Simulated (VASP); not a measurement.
## Sn: single point with PBE

Crystal: Sn.

```xyz
2
Lattice="0.0000 3.3290 3.3290 3.3290 0.0000 3.3290 3.3290 3.3290 0.0000" Properties=species:S:1:pos:R:3 pbc="T T T"
Sn    1.6645    1.6645    1.6645
Sn    0.0000    0.0000    0.0000
```

* Program: VASP 6.6.1
* Task: single point
* Functional: PBE
* Potentials or basis: VASP PAW PBE potentials, release 64 (Sn_d)
* Cutoff: 520 eV
* k mesh: 12 × 12 × 12
* Occupations: gaussian, width 0.1 eV
* Spin: no spin polarisation

```
Pressure               : -0.1 GPa
Band gap on the k mesh : zero (band 14 reaches 4.95 eV, above the bottom of band 15 at 4.71 eV)
```

Levels at points of the mesh, in eV from the Fermi level:
```csv
k point,band 12,band 13,band 14,band 15,band 16,band 17
"(0.00, 0.00, 0.00)",-1.14,0.11,0.11,0.11,2.17,2.17
"(0.50, 0.00, 0.00)",-6.01,-0.98,-0.98,-0.12,3.22,3.22
"(0.50, 0.50, 0.00)",-7.24,-2.20,-2.20,0.93,0.93,7.27
```

It took 95 s on 1 thread of Intel(R) Xeon(R) Platinum 8259CL CPU @ 2.50GHz (Skylake/Cascade Lake), with other jobs on the host, peak memory 0.25 GiB.

Caveat: spin-orbit coupling is left out, which moves the levels of the heavy elements.
